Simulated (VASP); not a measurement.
BN:

```
B N
1.0
     0.04308    1.84790    1.84790
     1.84790    0.04308    1.84790
     1.84790    1.84790    0.04308
B N
1 1
Cartesian
  -0.0014 -0.0014 -0.0014
  0.9361 0.9361 0.9361
```

This cell differs from its parent crystal: strain along [111] +3.6%.

Base run:

- Program: VASP 6.6.1
- Functional: PBE
- Potentials or basis: VASP PAW PBE potentials, release 64 (B, N)
- Cutoff: 520 eV
- k mesh: 12 × 12 × 12
- Occupations: fermi-dirac, width 0.02 eV
- Spin: no spin polarisation

Its results: band gap on the k mesh 4.37 eV, indirect (least direct gap 7.71 eV); pressure -7.2 GPa; largest force 0.053 eV/Å.

Q: The run is repeated on the same cell with these changes: functional from PBE to r2SCAN; occupations from fermi-dirac, width 0.02 eV to gaussian, width 0.01 eV. What comes out?

A: Band gap on the k mesh 4.88 eV, indirect (least direct gap 8.37 eV); pressure -11.3 GPa; largest force 0.009 eV/Å.

Caveats: the PAW data sets were made with another functional, which shifts forces and pressure a little (some runs).

A k mesh can miss the band edges.
